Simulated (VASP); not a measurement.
# ZrC (Fm-3m) in VASP: further runs, part 2 of 2

VASP 6.6.1. Earlier steps stand in the parts before.

## Step 3: Vibrations by perturbation theory, LDA (12.88 Å³/atom)

This run uses another cell than the first one, of 12.88 Å³/atom.

Input file INCAR:

```
SYSTEM = ZrC
PREC     = Accurate       ! precision mode
ENCUT    = 520            ! plane-wave cutoff, eV
EDIFF    = 1E-8           ! SCF threshold, eV
ISMEAR   = -1             ! smearing method
SIGMA    = 0.1            ! smearing width, eV
LREAL    = .FALSE.        ! projectors in reciprocal space
LASPH    = .TRUE.         ! aspherical terms in the spheres
NELM     = 100            ! most SCF steps
ALGO     = Normal         ! electronic algorithm
ISIF     = 2              ! what is computed and relaxed
LWAVE    = .FALSE.        ! write WAVECAR
LCHARG   = .FALSE.        ! write CHGCAR
IBRION   = 8              ! ionic algorithm
NSW      = 1              ! ionic steps
```

Input file KPOINTS:

```
regular mesh
0
G
  12 12 12
  0 0 0
```

Input file POSCAR:

```
ZrC
1.0
    0.0000000000      2.3438781307      2.3438781307
    2.3438781307      0.0000000000      2.3438781307
    2.3438781307      2.3438781307      0.0000000000
Zr C
1 1
Direct
    0.5000000000      0.5000000000      0.5000000000
    0.0000000000      0.0000000000      0.0000000000
```

Potentials or basis: VASP PAW LDA potentials, release 64 (Zr_sv, C).

Launch:

```sh
cat potpaw_LDA.64/Zr_sv/POTCAR potpaw_LDA.64/C/POTCAR > POTCAR
mpirun -np 1 vasp_std > vasp.out
```

OUTCAR:

```text
SYSTEM = ZrC
   PREC = Accurate
   ENCUT = 520
   EDIFF = 1E-8
   ISMEAR = -1
   LREAL = .FALSE.
   LASPH = .TRUE.
   NELM = 100
   ISIF = 2
   IBRION = 8
   NSW = 1

 ion  position               nearest neighbor table
   1  0.500  0.500  0.500-   2 2.34   2 2.34   2 2.34   2 2.34   2 2.34   2 2.34
   2  0.000  0.000  0.000-   1 2.34   1 2.34   1 2.34   1 2.34   1 2.34   1 2.34

  LATTYP: Found a face centered cubic cell.
 ALAT       =     4.6877562614

  Lattice vectors:

 A1 = (   0.0000000000,   2.3438781307,   2.3438781307)
 A2 = (   2.3438781307,   0.0000000000,   2.3438781307)
 A3 = (   2.3438781307,   2.3438781307,   0.0000000000)

Analysis of symmetry for initial positions (statically):
=====================================================================
 Subroutine PRICEL returns:
 Original cell was already a primitive cell.

 Routine SETGRP: Setting up the symmetry group for a
 face centered cubic supercell.

 Subroutine GETGRP returns: Found 48 space group operations
 (whereof 48 operations were pure point group operations)
 out of a pool of 48 trial point group operations.

The static configuration has the point symmetry O_h .

Analysis of symmetry for dynamics (positions and initial velocities):
=====================================================================
 Subroutine PRICEL returns:
 Original cell was already a primitive cell.

 Routine SETGRP: Setting up the symmetry group for a
 face centered cubic supercell.

 Subroutine GETGRP returns: Found 48 space group operations
 (whereof 48 operations were pure point group operations)
 out of a pool of 48 trial point group operations.

The dynamic configuration has the point symmetry O_h .

 Subroutine INISYM returns: Found 48 space group operations
 (whereof 48 operations are pure point group operations),
 and found     1 'primitive' translations

----------------------------------------------------------------------------------------

                                     Primitive cell

  volume of cell :      25.7534

  direct lattice vectors                    reciprocal lattice vectors
     0.000000000  2.343878131  2.343878131    -0.213321671  0.213321671  0.213321671
     2.343878131  0.000000000  2.343878131     0.213321671 -0.213321671  0.213321671
     2.343878131  2.343878131  0.000000000     0.213321671  0.213321671 -0.213321671

  length of vectors
     3.314744241  3.314744241  3.314744241     0.369483973  0.369483973  0.369483973

  position of ions in fractional coordinates (direct lattice)
     0.500000000  0.500000000  0.500000000
     0.000000000  0.000000000  0.000000000

  ion indices of the primitive-cell ions
   primitive index   ion index
                 1           1
                 2           2
[... 139 lines left out ...]
      9      10.5786      0.00007
     10      10.5786      0.00007
     11      10.5786      0.00007
     12      12.3595      0.00000
[... 331 lines left out ...]
 k-point    24 :      -0.4167    0.1667    0.0000
  band No.  band energies     occupation
      1     -38.1130      2.00000
      2     -16.8920      2.00000
      3     -16.3336      2.00000
      4     -16.2027      2.00000
      5       1.0747      2.00000
      6       4.8505      2.00000
      7       6.8763      2.00000
      8       6.9408      2.00000
      9      13.2296      0.00000
     10      13.7858      0.00000
     11      14.3793      0.00000
     12      17.6189      0.00000

 [... further k-points ...]

------------------------ aborting loop because EDIFF is reached ----------------------------------------

  FORCE on cell =-STRESS in cart. coord.  units (eV):
  Direction    XX          YY          ZZ          XY          YZ          ZX
  --------------------------------------------------------------------------------------
  -------------------------------------------------------------------------------------
  Total       -1.0083989     -1.0083989     -1.0083989     -0.0000000     -0.0000000     -0.0000000
  in kB      -62.7347055    -62.7347055    -62.7347055     -0.0000000     -0.0000000     -0.0000000
  external PRESSURE =     -62.7347055 kB  Pullay stress =       0.0000000 kB

 VOLUME and BASIS-vectors are now :
 -----------------------------------------------------------------------------
  energy-cutoff  :      520.00
  volume of cell :       25.75
      direct lattice vectors                 reciprocal lattice vectors
     0.000000000  2.343878131  2.343878131    -0.213321671  0.213321671  0.213321671
     2.343878131  0.000000000  2.343878131     0.213321671 -0.213321671  0.213321671
     2.343878131  2.343878131  0.000000000     0.213321671  0.213321671 -0.213321671

 POSITION                                       TOTAL-FORCE (eV/Angst)
 -----------------------------------------------------------------------------------
      2.34388      2.34388      2.34388         0.000000      0.000000      0.000000
      0.00000      0.00000      0.00000        -0.000000     -0.000000     -0.000000
 -----------------------------------------------------------------------------------
    total drift:                                0.000000      0.000000      0.000000

  FREE ENERGIE OF THE ION-ELECTRON SYSTEM (eV)
  ---------------------------------------------------
  free  energy   TOTEN  =       -21.2691193093 eV

  energy  without entropy=      -21.2581266763  energy(sigma->0) =      -21.26362299

[... ionic steps 2 to 3 ...]

--------------------------------------- Ionic step        4  -------------------------------------------

------------------------ aborting loop because EDIFF is reached ----------------------------------------

[... ionic steps 5 to 6 ...]

--------------------------------------- Ionic step        7  -------------------------------------------

 Free energy of the ion-electron system (eV)
  ---------------------------------------------------
  ---------------------------------------------------
  free energy    TOTEN  =        -0.11809905 eV

  energy without entropy =       -0.11809905

------------------------ aborting loop because EDIFF is reached ----------------------------------------

 INTERNAL STRAIN TENSOR  FOR ION    2  DIRECTION 1   (eV/Angst):
 -----------------------------------------------------------------------------
     0.00964  0.00000 -0.00000
    -0.00000 -0.00802 -0.00000
     0.00000 -0.00000 -0.00802

 INTERNAL STRAIN TENSOR FOR ION    2 for displacements in x,y,z  (eV/Angst):
          X           Y           Z          XY          YZ          ZX
  --------------------------------------------------------------------------------
  x     0.00000     0.00000     0.00000     0.00000     0.00000     0.00000
  y     0.00000     0.00000     0.00000     0.00000     0.00000     0.00000
  z     0.00000     0.00000     0.00000     0.00000     0.00000     0.00000

 SECOND DERIVATIVES (NOT SYMMETRIZED)
 ------------------------------------
               1X          1Y          1Z          2X          2Y          2Z
  1X    -6.881530    0.000000    0.000000    6.881530    0.000000    0.000000
  1Y     0.000000   -6.881530    0.000000    0.000000    6.881530    0.000000
  1Z     0.000000    0.000000   -6.881530    0.000000    0.000000    6.881530
  2X     6.873867    0.000000    0.000000   -6.873867    0.000000    0.000000
  2Y     0.000000    6.873867    0.000000    0.000000   -6.873867    0.000000
  2Z     0.000000    0.000000    6.873867    0.000000    0.000000   -6.873867

 Eigenvectors and eigenvalues of the dynamical matrix
 ----------------------------------------------------

   1 f  =   12.581974 THz    79.054877 2PiTHz  419.689493 cm-1    52.034842 meV
             X         Y         Z           dx          dy          dz
      2.343878  2.343878  2.343878     0.000000    0.000000   -0.341264
      0.000000  0.000000  0.000000     0.000000    0.000000    0.939968
[... 21 lines left out ...]
   6 f/i=    0.002248 THz     0.014127 2PiTHz    0.074998 cm-1     0.009299 meV
             X         Y         Z           dx          dy          dz
      2.343878  2.343878  2.343878     0.760064    0.549181    0.065127
      0.000000  0.000000  0.000000     0.275948    0.199385    0.023645

--------------------------------------------------------------------------------------------------------

 ELASTIC MODULI CONTR FROM IONIC RELAXATION (kBar)
 Direction    XX          YY          ZZ          XY          YZ          ZX
 --------------------------------------------------------------------------------
 XX           0.0000      0.0000      0.0000      0.0000      0.0000      0.0000
 YY           0.0000      0.0000      0.0000      0.0000      0.0000      0.0000
 ZZ           0.0000      0.0000      0.0000      0.0000      0.0000      0.0000
 XY           0.0000      0.0000      0.0000      0.0000      0.0000      0.0000
 YZ           0.0000      0.0000      0.0000      0.0000      0.0000      0.0000
 ZX           0.0000      0.0000      0.0000      0.0000      0.0000      0.0000
 --------------------------------------------------------------------------------
```

Run time: 4.2 min. Hardware: 1 thread of AMD EPYC 9R45 (Zen 5), shared host; peak memory 0.24 GiB.

What came out:

| Quantity | Value |
| --- | --- |
| Highest phonon frequency at Γ | 420 cm⁻¹ |

Phonon frequencies in cm⁻¹ (negative: imaginary):
```tsv
q point	frequencies
(0.000, 0.000, 0.000)	0 0 0 420 420 420
```

Caveat: the cell stands under pressure or tension, which shifts response properties.
